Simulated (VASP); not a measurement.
# Cu in VASP: single point with PBE

Aim: the single point of Cu with PBE.

All numbers are computed with VASP 6.6.1; they aren't measurements. Logs are shortened: lines on timing, memory, paths and dates and some standing lists are left out, and cuts for length are marked.

## Step 1: The cell of the first run

The typed cell holds 3 atoms: a = 2.611 Å, b = 3.564 Å, c = 4.450 Å, α = 66.39°, β = 72.94°, γ = 90.00°.

The cell was built from a structure type or drawn by symmetry, and may not be a known phase.

## Step 2: Single point, PBE

The input, INCAR:

```
PREC = Accurate ; ENCUT = 520
EDIFF = 1E-6 ; ISMEAR = 0
SIGMA = 0.1 ; LREAL = F
LASPH = T ; NELM = 100
ALGO = Fast ; ISIF = 2
LWAVE = F ; LCHARG = T
GGA = PE ; LELF = T
LVHAR = T ; NBANDS = 24
```

The input, KPOINTS:

```
Automatic mesh
0
Gamma
  6 6 6
```

The input, POSCAR:

```
Cu
1.0
    2.5895761268      0.2829899956      0.1838190452
   -0.4224701466      3.4927790948      0.5703103268
    0.8840305453      1.2429899154      4.1799266579
Cu
3
Direct
    0.2810258541      0.9341720852      0.7221838828
    0.9477066209      0.6008524241      0.3888307522
    0.6143598991      0.2674958909      1.0555119861
```

Potentials or basis: VASP PAW PBE potentials, release 64 (Cu).

The run is started by

```bash
$ cat potpaw_PBE.64/Cu/POTCAR > POTCAR
$ mpirun -np 1 vasp_std > vasp.out
```

OUTCAR:

```text
PREC = Accurate
   ENCUT = 520
   EDIFF = 1E-6
   ISMEAR = 0
   LREAL = F
   LASPH = T
   NELM = 100
   ISIF = 2
   GGA = PE

 ion  position               nearest neighbor table
   1  0.281  0.934  0.722-   3 2.56   3 2.56   2 2.56   2 2.56   3 2.56   2 2.56   3 2.56   2 2.56
                             2 2.57   3 2.57
   2  0.948  0.601  0.389-   3 2.56   1 2.56   3 2.56   3 2.56   1 2.56   1 2.56   3 2.56   1 2.56
                             1 2.57   3 2.57
   3  0.614  0.267  0.056-   2 2.56   1 2.56   1 2.56   2 2.56   2 2.56   1 2.56   1 2.56   2 2.56
                             1 2.57   2 2.57

  LATTYP: Found a triclinic cell.
 ALAT       =     7.7919851600
 B/A-ratio  =     0.3351482682
 C/A-ratio  =     0.9913551865
 COS(alpha) =     0.0000137644
 COS(beta)  =     0.4956786716
 COS(gamma) =     0.8378587408

  Lattice vectors:

 A1 = (   6.4622276885,   3.0987591662,  -3.0581591955)
 A2 = (   2.5895761268,   0.2829899956,   0.1838190452)
 A3 = (   0.3990448896,   1.2897892596,  -7.6057239438)

Analysis of symmetry for initial positions (statically):
=====================================================================
 Subroutine PRICEL returns:
 Original cell was already a primitive cell.

 Routine SETGRP: Setting up the symmetry group for a
 triclinic supercell.

 Subroutine GETGRP returns: Found  1 space group operations
 (whereof  1 operations were pure point group operations)
 out of a pool of  2 trial point group operations.

The static configuration has the point symmetry C_1 .

Analysis of symmetry for dynamics (positions and initial velocities):
=====================================================================
 Subroutine PRICEL returns:
 Original cell was already a primitive cell.

 Routine SETGRP: Setting up the symmetry group for a
 triclinic supercell.

 Subroutine GETGRP returns: Found  1 space group operations
 (whereof  1 operations were pure point group operations)
 out of a pool of  2 trial point group operations.

The dynamic configuration has the point symmetry C_1 .

 Subroutine INISYM returns: Found  1 space group operations
 (whereof  1 operations are pure point group operations),
 and found     1 'primitive' translations

----------------------------------------------------------------------------------------

                                     Primitive cell

  volume of cell :      35.9492

[... 89 lines left out ...]
   NELM   =    100;   NELMIN=  2; NELMDL= -5     # of ELM steps
   EDIFF  = 0.1E-05   stopping-criterion for ELM
   LREAL  =      F    real-space projection
   EDIFFG = 0.1E-04   stopping-criterion for IOM
   NSW    =      0    number of steps for IOM
   IBRION =     -1    ionic relax: 0-MD 1-quasi-New 2-CG
   NFREE  =      0    steps in history (QN), initial steepest desc. (CG)
   ISIF   =      2    stress and relaxation
   ISYM   =      2    0-nonsym 1-usesym 2-fastsym
   POTIM  = 0.5000    time-step for ionic-motion
   TEBEG  =    0.0;   TEEND  =   0.0 temperature during run
   PSTRESS=    0.0 pullay stress
   NELECT =      33.0000    total number of electrons
   NUPDOWN=      -1.0000    fix difference up-down
   EMIN   =  10.00;   EMAX   =-10.00  energy-range for DOS
   EFERMI =   0.00;   METHOD = LEGACY
   ISMEAR =     0;   SIGMA  =   0.10  broadening in eV -4-tet -1-fermi 0-gaus
   EFERMI_NEDOS =   21; number of points for ismear=-14 and -15
   IALGO  =     68    algorithm
   IMIX   =      4    mixing-type and parameters
     AMIX     =   0.40;   BMIX     =  1.00
     AMIX_MAG =   1.60;   BMIX_MAG =  1.00
  volume/ion in A,a.u.               =      11.98        80.87
  Fermi-wavevector in a.u.,A,eV,Ry     =   1.591047  3.006642 34.442185  2.531429
  Thomas-Fermi vector in A             =   2.689647
   LORBIT       =      0    0 simple, 1 ext, 2 COOP (PROOUT), +10 PAW based schemes
   GGA     = PE    functional components
   LHFCALC =     F    Hartree Fock is set to
   AEXX    =    0.0000 exact exchange contribution
   IVDW    =     0    specifies the selected vdW correction
   LEPSILON=     F    determine dielectric tensor
   LRPA    =     F    only Hartree local field effects (RPA)
 non-spin polarized calculation
 RMM-DIIS sequential band-by-band and
 Gauss-broadening in eV      SIGMA  =   0.10
  energy-cutoff  :      520.00
  volume of cell :       35.95
 maximum number of plane-waves:       980
   NGX =  9   NGY = 13   NGZ = 17

 number of electron      32.9999997 magnetization

 Free energy of the ion-electron system (eV)
  ---------------------------------------------------
  ext. energy  EPLUGINS =         0.00000000
  ---------------------------------------------------
  free energy    TOTEN  =       -11.17031658 eV

  energy without entropy =      -11.16586944  energy(sigma->0) =      -11.16809301

 E-fermi :   7.3889     XC(G=0): -12.6402

 val. band max:        7.3360813145   @ k =  -0.3333  -0.3333   0.1667
 cond. band min:       7.4281178159   @ k =  -0.1667  -0.3333   0.5000
 fundamental gap:      0.0920365014
 Fermi energy:         7.3888632417

 k-point     1 :       0.0000    0.0000    0.0000
  band No.  band energies     occupation
      1      -1.8332      2.00000
      2       3.4639      2.00000
      3       3.4640      2.00000
      4       3.5846      2.00000
      5       3.5847      2.00000
      6       4.3591      2.00000
[... 637 lines left out ...]
     23      19.7323      0.00000
     24      21.6738      0.00000

 [... further k-points ...]

------------------------ aborting loop because EDIFF is reached ----------------------------------------

  FORCE on cell =-STRESS in cart. coord.  units (eV):
  Direction    XX          YY          ZZ          XY          YZ          ZX
  --------------------------------------------------------------------------------------
  -------------------------------------------------------------------------------------
  Total        0.2009765      0.1719531      0.1808768      0.0042878     -0.0022373      0.0018801
  in kB        8.9570748      7.6635663      8.0612729      0.1910972     -0.0997102      0.0837898
  external PRESSURE =       8.2273047 kB  Pullay stress =       0.0000000 kB

 VOLUME and BASIS-vectors are now :
 -----------------------------------------------------------------------------
  energy-cutoff  :      520.00
  volume of cell :       35.95
      direct lattice vectors                 reciprocal lattice vectors
     2.589576127  0.282989996  0.183819045     0.386396734  0.063146418 -0.100498623
    -0.422470147  3.492779095  0.570310327    -0.026548325  0.296577492 -0.082578794
     0.884030545  1.242989915  4.179926658    -0.013370162 -0.043242079  0.254925310

 POSITION                                       TOTAL-FORCE (eV/Angst)
 -----------------------------------------------------------------------------------
      0.97151      4.24005      3.60310        -0.000837     -0.000882     -0.000495
      2.54405      2.85015      2.14216         0.000541      0.000361      0.000472
      1.52700      1.17716      0.49752         0.000296      0.000521      0.000022
 -----------------------------------------------------------------------------------
    total drift:                                0.000019     -0.000182      0.000145

  FREE ENERGIE OF THE ION-ELECTRON SYSTEM (eV)
  ---------------------------------------------------
  free  energy   TOTEN  =       -11.1703165843 eV

  energy  without entropy=      -11.1658694400  energy(sigma->0) =      -11.16809301
```

OSZICAR:

```text
N       E                     dE             d eps       ncg     rms          rms(c)
DAV:   1     0.223514975655E+03    0.22351E+03   -0.14557E+04  5584   0.242E+03
DAV:   2     0.249071229108E+01   -0.22102E+03   -0.20923E+03  5376   0.350E+02
DAV:   3    -0.136031004635E+02   -0.16094E+02   -0.14930E+02  6320   0.134E+02
DAV:   4    -0.138398204773E+02   -0.23672E+00   -0.23657E+00  6232   0.205E+01
DAV:   5    -0.138427996036E+02   -0.29791E-02   -0.29791E-02  7248   0.208E+00    0.133E+01
RMM:   6    -0.122200001192E+02    0.16228E+01   -0.19818E+01  6034   0.717E+01    0.760E+00
RMM:   7    -0.111943643419E+02    0.10256E+01   -0.39209E+00  5950   0.334E+01    0.156E+00
RMM:   8    -0.111705116038E+02    0.23853E-01   -0.10457E-01  6036   0.256E+00    0.250E-01
RMM:   9    -0.111697614541E+02    0.75015E-03   -0.21192E-02  6330   0.220E+00    0.481E-02
RMM:  10    -0.111702987757E+02   -0.53732E-03   -0.52569E-03  6425   0.511E-01    0.472E-02
RMM:  11    -0.111703302068E+02   -0.31431E-04   -0.57667E-04  6272   0.383E-01    0.477E-02
RMM:  12    -0.111703404723E+02   -0.10265E-04   -0.15997E-04  6480   0.165E-01    0.462E-02
RMM:  13    -0.111703128746E+02    0.27598E-04   -0.10283E-04  6331   0.145E-01    0.145E-03
RMM:  14    -0.111703162512E+02   -0.33765E-05   -0.28707E-05  6208   0.415E-02    0.276E-03
RMM:  15    -0.111703165843E+02   -0.33310E-06   -0.26044E-06  4189   0.177E-02
   1 F= -.11170317E+02 E0= -.11168093E+02  d E =-.444714E-02
```

Run time: 45 s. Hardware: 1 thread of Intel Xeon 6975P-C (Granite Rapids), shared host; peak memory 0.19 GiB.

What came out:

| Property | Result |
| --- | --- |
| Free energy | -11.1703 eV |
| Pressure | 0.8 GPa |
| Band gap on the k mesh | zero (an odd number of electrons rules out a gap without spin polarisation) |

Levels at points of the mesh, in eV from the Fermi level:
```tsv
k point	band 12	band 13	band 14	band 15	band 16	band 17	band 18	band 19	band 20	band 21
(0.00, 0.00, 0.00)	-2.26	-2.22	-2.08	-1.80	-1.80	3.18	3.18	6.24	6.24	8.90
(0.50, 0.00, 0.00)	-1.90	-1.61	-1.50	-1.42	-0.22	-0.22	1.33	6.79	10.38	10.38
(0.50, 0.00, 0.50)	-1.90	-1.61	-1.50	-1.42	-0.22	-0.22	1.33	6.79	10.38	10.38
(0.00, 0.50, 0.00)	-1.81	-1.81	-1.78	-1.78	-1.60	-1.57	-0.88	3.81	11.74	11.74
(0.00, 0.50, 0.50)	-1.81	-1.81	-1.78	-1.78	-1.60	-1.57	-0.88	3.81	11.74	11.74
(0.50, 0.50, 0.00)	-1.66	-1.66	-1.64	-1.56	-1.00	3.53	3.53	3.62	4.66	4.66
(0.00, 0.00, 0.50)	-2.50	-1.68	-1.68	-1.61	-1.45	-1.44	1.94	7.54	12.22	12.87
(0.50, 0.50, 0.50)	-1.66	-1.66	-1.64	-1.56	-1.00	3.53	3.53	3.62	4.66	4.66
```

Caveat: the k points lie up to 0.42 Å⁻¹ apart, too coarse for converged energies and pressures of a metal.
